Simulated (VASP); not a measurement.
## InAs: single point with PBE

InAs:

```
CELL_PARAMETERS angstrom
-6.04800 6.04800 0.00000
0.00000 6.04800 -6.04800
-6.04800 0.00000 -6.04800
ATOMIC_POSITIONS crystal
In 0.00000 0.50000 0.50000
In 0.00000 0.00000 0.50000
In 0.00000 0.50000 0.00000
In 0.00000 0.00000 0.00000
In 0.50000 0.50000 0.50000
In 0.50000 0.00000 0.50000
In 0.50000 0.50000 0.00000
In 0.50000 0.00000 0.00000
As 0.37500 0.87500 0.37500
As 0.37500 0.37500 0.37500
As 0.37500 0.87500 0.87500
As 0.37500 0.37500 0.87500
As 0.87500 0.87500 0.37500
As 0.87500 0.37500 0.37500
As 0.87500 0.87500 0.87500
As 0.87500 0.37500 0.87500
```

* Program: VASP 6.6.1
* Task: single point
* Functional: PBE
* Potentials or basis: VASP PAW PBE potentials, release 64 (In_d, As)
* Cutoff: 520 eV
* k mesh: 2 × 2 × 2, shifted
* Occupations: fermi-dirac, width 0.2241 eV
* Spin: no spin polarisation
* Dipole correction: no
* Further INCAR settings: LREAL = Auto; ALGO = Normal; EDIFF = 1e-06; NBANDS = 86; ISYM = 0

| Property | Result |
| --- | --- |
| Pressure | 4.1 GPa |
| Band gap on the k mesh | 1.24 eV |

Levels at points of the mesh, in eV from the valence-band top:
```
           k point  band 69  band 70  band 71  band 72  band 73  band 74  band 75  band 76
(0.25, 0.25, 0.25)    -0.68    -0.68     0.00     0.00     1.24     1.29     2.06     2.06
```

Run time: 30 min on 1 thread of AMD EPYC 7R13 (shared host), peak memory 0.73 GiB.

Caveat: spin-orbit coupling is left out, which moves the levels of the heavy elements. A hybrid or GW would open this gap; PBE tends to underestimate it.
